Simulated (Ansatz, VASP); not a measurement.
CdTe in VASP and in Ansatz

File INCAR:

```
SYSTEM = CdTe
PREC     = Accurate       ! precision mode
ENCUT    = 520            ! plane-wave cutoff, eV
EDIFF    = 1E-6           ! SCF threshold, eV
ISMEAR   = 0              ! smearing method
SIGMA    = 0.05           ! smearing width, eV
LREAL    = .FALSE.        ! projectors in reciprocal space
LASPH    = .TRUE.         ! aspherical terms in the spheres
NELM     = 80             ! most SCF steps
ALGO     = Normal         ! electronic algorithm
ISIF     = 2              ! what is computed and relaxed
LWAVE    = .FALSE.        ! write WAVECAR
LCHARG   = .FALSE.        ! write CHGCAR
GGA      = PS             ! functional
NBANDS   = 16             ! bands
```

File KPOINTS:

```
Automatic mesh
0
G
  8 8 8
  0 0 0
```

POSCAR

```
CdTe
1.0
    0.0000000000      3.0178599472      3.0178599472
    3.0178599472      0.0000000000      3.0178599472
    3.0178599472      3.0178599472      0.0000000000
Cd Te
1 1
Direct
    0.5000000000      0.5000000000      0.5000000000
    0.0000000000      0.0000000000      0.0000000000
```

Input for Ansatz:

```yaml
crystal:
  lattice:
    - [0.0, 3.0178599472, 3.0178599472]
    - [3.0178599472, 0.0, 3.0178599472]
    - [3.0178599472, 3.0178599472, 0.0]
  atoms:
    - { symbol: Cd, position: [0.5, 0.5, 0.5] }
    - { symbol: Te, position: [0.0, 0.0, 0.0] }
basis:
  ecutwfc: 420
  ecutrho_ratio: 4
kpoints:
  mp_grid: { grid: [8, 8, 8] }
hamiltonian:
  xc: pbesol
scf:
  occupations: { method: gaussian, width: 0.05 }
output:
  forces: true
  stress: true
  eigenvalues: true
```

Alike in both runs: task single point; functional PBEsol; k mesh 8 × 8 × 8; occupations gaussian, width 0.05 eV; no spin polarisation.

|  | VASP | Ansatz |
| --- | --- | --- |
| version | VASP 6.6.1 | Ansatz 0.2.0 |
| potentials or method | VASP PAW PBE potentials, release 64 (Cd, Te), cutoff 520 eV | scalar-relativistic, plane waves, PAW |
| valence electrons in the cell | 18 | 36 |

|  | VASP | Ansatz | Ansatz less VASP |
| --- | --- | --- | --- |
| pressure (GPa) | -0.8 | -1.1 | -0.24 |

VASP's potentials were made for PBE, not for PBEsol. The functional is the same, so the differences come from potentials, cutoffs and numerics. VASP's potentials hold 18 valence electrons a cell and Ansatz's 36, so a difference there can come from the potentials and not from the codes.

Spin-orbit coupling is off throughout.
